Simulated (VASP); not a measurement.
# TiSi2 (P6/mmm) in VASP: a series of runs, part 2 of 2

VASP 6.6.1. The steps go on from the part before.

## Step 4: Relaxation of cell and atoms, PBE

Input file INCAR:

```
SYSTEM = TiSi2
PREC = Accurate
ENCUT = 600
EDIFF = 1E-6
ISMEAR = -1
SIGMA = 0.05
LREAL = .FALSE.
LASPH = .TRUE.
NELM = 100
ALGO = Normal
ISIF = 3
LWAVE = .FALSE.
LCHARG = .FALSE.
GGA = PE
IBRION = 2
NSW = 60
EDIFFG = -0.01
```

Input file KPOINTS:

```
Automatic mesh
0
G
  7 7 10
  0 0 0
```

Input file POSCAR:

```
TiSi2
1.0
    4.3746400000      0.0000000000      0.0000000000
   -2.1873200000      3.7885500000      0.0000000000
    0.0000000000      0.0000000000      2.5610100000
Ti Si
1 2
Direct
    0.0000000000      0.0000000000      0.0000000000
    0.3333300000      0.6666700000      0.5000000000
    0.6666700000      0.3333300000      0.5000000000
```

Potentials or basis: VASP PAW PBE potentials, release 64 (Ti_sv, Si).

Launch:

```
cat potpaw_PBE.64/Ti_sv/POTCAR potpaw_PBE.64/Si/POTCAR > POTCAR
mpirun -np 1 vasp_std > vasp.out
```

OUTCAR:

```text
SYSTEM = TiSi2
   PREC = Accurate
   ENCUT = 600
   EDIFF = 1E-6
   ISMEAR = -1
   LREAL = .FALSE.
   LASPH = .TRUE.
   NELM = 100
   ISIF = 3
   GGA = PE
   IBRION = 2
   NSW = 60
   EDIFFG = -0.01

 ion  position               nearest neighbor table
   1  0.000  0.000  0.000-   2 2.83   3 2.83   2 2.83   3 2.83   3 2.83   3 2.83   2 2.83   2 2.83
                             3 2.83   3 2.83   2 2.83   2 2.83
   2  0.333  0.667  0.500-   3 2.53   3 2.53   3 2.53   1 2.83   1 2.83   1 2.83   1 2.83   1 2.83
                             1 2.83
   3  0.667  0.333  0.500-   2 2.53   2 2.53   2 2.53   1 2.83   1 2.83   1 2.83   1 2.83   1 2.83
                             1 2.83

  LATTYP: Found a hexagonal cell.
 ALAT       =     4.3746400000
 C/A-ratio  =     0.5854218861

  Lattice vectors:

 A1 = (   4.3746400000,   0.0000000000,   0.0000000000)
 A2 = (  -2.1873200000,   3.7885500000,   0.0000000000)
 A3 = (   0.0000000000,   0.0000000000,   2.5610100000)

Analysis of symmetry for initial positions (statically):
=====================================================================
 Subroutine PRICEL returns:
 Original cell was already a primitive cell.

 Routine SETGRP: Setting up the symmetry group for a
 hexagonal supercell.

 Subroutine GETGRP returns: Found  8 space group operations
 (whereof  8 operations were pure point group operations)
 out of a pool of 24 trial point group operations.

The static configuration has the point symmetry D_2h.

Analysis of symmetry for dynamics (positions and initial velocities):
=====================================================================
 Subroutine PRICEL returns:
 Original cell was already a primitive cell.

 Routine SETGRP: Setting up the symmetry group for a
 hexagonal supercell.

 Subroutine GETGRP returns: Found  8 space group operations
 (whereof  8 operations were pure point group operations)
 out of a pool of 24 trial point group operations.

The dynamic configuration has the point symmetry D_2h.

[... 136 lines left out ...]
   NGX = 17   NGY = 17   NGZ = 11

--------------------------------------- Ionic step        1  -------------------------------------------

 number of electron      20.0000000 magnetization

 Free energy of the ion-electron system (eV)
  ---------------------------------------------------
  ext. energy  EPLUGINS =         0.00000000
  ---------------------------------------------------
  free energy    TOTEN  =       -19.41945765 eV

  energy without entropy =      -19.40291947  energy(sigma->0) =      -19.41118856

------------------------ aborting loop because EDIFF is reached ----------------------------------------

  FORCE on cell =-STRESS in cart. coord.  units (eV):
  Direction    XX          YY          ZZ          XY          YZ          ZX
  --------------------------------------------------------------------------------------
  -------------------------------------------------------------------------------------
  Total        0.0051460      0.0053522     -0.2212929      0.0001786      0.0000000      0.0000000
  in kB        0.1942483      0.2020320     -8.3531736      0.0067408      0.0000000      0.0000000
  external PRESSURE =      -2.6522978 kB  Pullay stress =       0.0000000 kB
[... 98 lines left out ...]
--------------------------------------- Ionic step        4  -------------------------------------------

 number of electron      20.0000000 magnetization

 Free energy of the ion-electron system (eV)
  ---------------------------------------------------
  ext. energy  EPLUGINS =         0.00000000
  ---------------------------------------------------
  free energy    TOTEN  =       -19.41996170 eV

  energy without entropy =      -19.40365098  energy(sigma->0) =      -19.41180634

 E-fermi :  10.5881     XC(G=0): -11.6780

 val. band max:       10.5756128681   @ k =   0.4286  -0.0000   0.4000
 cond. band min:      10.5974707383   @ k =   0.2857  -0.0000   0.1000
 fundamental gap:      0.0218578702
 Fermi energy:        10.5881051575

 k-point     1 :       0.0000    0.0000    0.0000
  band No.  band energies     occupation
      1     -46.1341      2.00000
      2     -22.4489      2.00000
      3     -22.4489      2.00000
      4     -21.7909      2.00000
      5      -2.6130      2.00000
      6       5.3340      2.00000
      7       5.3340      2.00000
      8       5.4267      2.00000
      9       8.9262      2.00000
     10       9.5855      2.00000
     11       9.5856      2.00000
     12      13.4999      0.00000
     13      13.4999      0.00000
     14      13.9588      0.00000
[... 377 lines left out ...]
      1     -46.1176      2.00000
      2     -22.4415      2.00000
      3     -22.4370      2.00000
      4     -21.9012      2.00000
      5      -1.8005      2.00000
      6       2.6266      2.00000
      7       5.1958      2.00000
      8       8.3544      2.00000
      9       8.4369      2.00000
     10       9.9877      1.99999
     11      10.3178      1.99107
     12      12.8483      0.00000
     13      13.3189      0.00000
     14      14.0540      0.00000

 [... further k-points ...]
[... 5 lines left out ...]
  --------------------------------------------------------------------------------------
  -------------------------------------------------------------------------------------
  Total        0.0086698      0.0085573      0.0090534     -0.0000975      0.0000000      0.0000000
  in kB        0.3276991      0.3234455      0.3421971     -0.0036838      0.0000000      0.0000000
  external PRESSURE =       0.3311139 kB  Pullay stress =       0.0000000 kB
[... 18 lines left out ...]
  FREE ENERGIE OF THE ION-ELECTRON SYSTEM (eV)
  ---------------------------------------------------
  free  energy   TOTEN  =       -19.4199617017 eV

  energy  without entropy=      -19.4036509843  energy(sigma->0) =      -19.41180634

 reached required accuracy - stopping structural energy minimisation
```

OSZICAR:

```text
N       E                     dE             d eps       ncg     rms          rms(c)
DAV:   1     0.143213256884E+03    0.14321E+03   -0.10645E+04  2688   0.164E+03
DAV:   2    -0.938782697272E+01   -0.15260E+03   -0.15030E+03  2730   0.390E+02
DAV:   3    -0.207726870468E+02   -0.11385E+02   -0.11038E+02  4368   0.897E+01
[... 30 lines left out ...]
DAV:   3    -0.194200476498E+02    0.82018E-03   -0.50761E-03  3804   0.570E-01    0.719E-02
DAV:   4    -0.194199563032E+02    0.91347E-04   -0.41022E-04  4218   0.192E-01    0.217E-02
DAV:   5    -0.194199593873E+02   -0.30841E-05   -0.17696E-05  2922   0.390E-02    0.162E-02
DAV:   6    -0.194199618072E+02   -0.24199E-05   -0.12046E-05  3956   0.285E-02    0.242E-03
DAV:   7    -0.194199617017E+02    0.10551E-06   -0.88548E-07  1840   0.674E-03
   4 F= -.19419962E+02 E0= -.19411806E+02  d E =-.143732E-03
```

CONTCAR:

```text
TiSi2
   1.00000000000000
     4.3816486438886333    0.0000173921850578    0.0000000000000000
    -2.1908092598677391    3.7946283627687647    0.0000000000000000
     0.0000000000000000    0.0000000000000000    2.5493899389855756
  Ti              Si
     1     2
Direct
     1.0000000000000000    0.0000000000000000    1.0000000000000000
     0.3333331610163870    0.6666668389836130    0.5000000000000000
     0.6666668389836130    0.3333331610163870    0.5000000000000000

  0.00000000E+00  0.00000000E+00  0.00000000E+00
  0.00000000E+00  0.00000000E+00  0.00000000E+00
  0.00000000E+00  0.00000000E+00  0.00000000E+00
```

It took 3.1 min on 1 thread of Intel Xeon 8259CL, shared host; peak memory 0.22 GiB.

Results:

```
Free energy                            : -19.4200 eV
Relaxed volume                         : 14.13 Å³/atom
Relaxed cell                           : a = 4.382 Å, b = 4.382 Å, c = 2.549 Å, α = 90.00°, β = 90.00°, γ = 120.00°
Space group after relaxing (to 0.05 Å) : P6/mmm (No. 191)
Energy gained by relaxing              : 0.2 meV/atom
Ionic steps                            : 4
Pressure after relaxing                : 0.0 GPa
Band gap on the k mesh                 : zero (band 10 reaches 11.33 eV, above the bottom of band 11 at 8.67 eV)
```

Step by step:
```
step  energy change (eV)  largest force (eV/Å)  pressure (GPa)  volume (Å³)
   1              0.0000                0.0003           -0.27        42.45
   2             -0.0004                0.0001            0.27        42.30
   3             -0.0004                0.0001            0.24        42.31
   4             -0.0005                0.0000            0.03        42.39
```

Final structure:
```cif
data_structure
_symmetry_space_group_name_H-M 'P 1'
_symmetry_Int_Tables_number 1
_cell_length_a 4.3816
_cell_length_b 4.3816
_cell_length_c 2.5494
_cell_angle_alpha 90.000
_cell_angle_beta 90.000
_cell_angle_gamma 120.000
_cell_volume 42.39
loop_
_atom_site_label
_atom_site_type_symbol
_atom_site_fract_x
_atom_site_fract_y
_atom_site_fract_z
_atom_site_occupancy
Ti1 Ti 0.00000 0.00000 0.00000 1
Si1 Si 0.33333 0.66667 0.50000 1
Si2 Si 0.66667 0.33333 0.50000 1
```

Levels at points of the mesh, in eV from the Fermi level:
```
           k point  band 7  band 8  band 9  band 10  band 11  band 12  band 13  band 14
(0.00, 0.00, 0.00)   -5.25   -5.16   -1.66    -1.00    -1.00     2.91     2.91     3.37
(0.00, 0.00, 0.50)   -2.29   -2.29   -0.89    -0.81    -0.81    -0.27    -0.27     1.39
```

## Step 5: Relaxation of cell and atoms, PBE

Input file INCAR:

```
ALGO     = Normal         # electronic algorithm
EDIFF    = 1E-7           # SCF threshold, eV
EDIFFG   = -0.01          # ionic threshold
ENCUT    = 600            # plane-wave cutoff, eV
GGA      = PE             # functional
IBRION   = 2              # ionic algorithm
ISIF     = 3              # what is computed and relaxed
ISMEAR   = -1             # smearing method
LASPH    = T              # aspherical terms in the spheres
LCHARG   = F              # write CHGCAR
LREAL    = F              # projectors in reciprocal space
LWAVE    = F              # write WAVECAR
NELM     = 80             # most SCF steps
NSW      = 60             # ionic steps
PREC     = Accurate       # precision mode
SIGMA    = 0.05           # smearing width, eV
```

Input file KPOINTS:

```
k-points
0
Gamma
  7 7 10
```

POSCAR is that of step 4.

Launch:

```
cat potpaw_PBE.64/Ti_sv/POTCAR potpaw_PBE.64/Si/POTCAR > POTCAR
mpirun -np 1 vasp_std > vasp.out
```

Run time: 3.4 min. Hardware: 1 thread of Intel Xeon 8259CL, shared host; peak memory 0.22 GiB.

Results (log left out):

```
Free energy                            : -19.4200 eV
Relaxed volume                         : 14.13 Å³/atom
Relaxed cell                           : a = 4.382 Å, b = 4.382 Å, c = 2.549 Å, α = 90.00°, β = 90.00°, γ = 120.00°
Space group after relaxing (to 0.05 Å) : P6/mmm (No. 191)
Energy gained by relaxing              : 0.2 meV/atom
Ionic steps                            : 4
Pressure after relaxing                : 0.0 GPa
Band gap on the k mesh                 : zero (band 10 reaches 11.32 eV, above the bottom of band 11 at 8.66 eV)
```

Step by step:
```
step  energy change (eV)  largest force (eV/Å)  pressure (GPa)  volume (Å³)
   1              0.0000                0.0003           -0.24        42.45
   2             -0.0004                0.0001            0.23        42.31
   3             -0.0004                0.0001            0.24        42.31
   4             -0.0005                0.0000            0.01        42.39
```

Final structure:
```
Ti Si
1.0
     4.38198    0.00002    0.00000
    -2.19098    3.79492    0.00000
     0.00000    0.00000    2.54936
Ti Si
1 2
Cartesian
  4.3820 0.0000 0.0000
  0.0000 2.5299 1.2747
  2.1910 1.2650 1.2747
```

Levels at points of the mesh, in eV from the Fermi level:
| k point | band 7 | band 8 | band 9 | band 10 | band 11 | band 12 | band 13 | band 14 |
| --- | --- | --- | --- | --- | --- | --- | --- | --- |
| (0.00, 0.00, 0.00) | -5.25 | -5.16 | -1.66 | -1.00 | -1.00 | 2.91 | 2.91 | 3.37 |
| (0.00, 0.00, 0.50) | -2.29 | -2.29 | -0.89 | -0.81 | -0.81 | -0.27 | -0.27 | 1.39 |

## Step 6: Overview

```csv
task,cell,cutoff (eV),gap on the mesh (eV),pressure (GPa)
single point,"a = 4.383, b = 4.383, c = 2.549 Å, angles 90.0, 90.0, 120.0°, 3 atoms",520,none,-0.1
single point,"a = 4.382, b = 4.382, c = 2.550 Å, angles 90.0, 90.0, 120.0°, 3 atoms",520,none,-0.1
relaxation of cell and atoms,"relaxed from a = 4.375, b = 4.375, c = 2.561 Å, angles 90.0, 90.0, 120.0°, 3 atoms",600,none,0.0
```

Alike in all rows: level PBE; potentials or basis VASP PAW PBE potentials, release 64 (Ti_sv, Si); no spin polarisation; k mesh 7 × 7 × 10; smearing fermi-dirac 0.05 eV.

Total energies depend on the potentials used, so only differences within one code and one set of settings carry meaning.
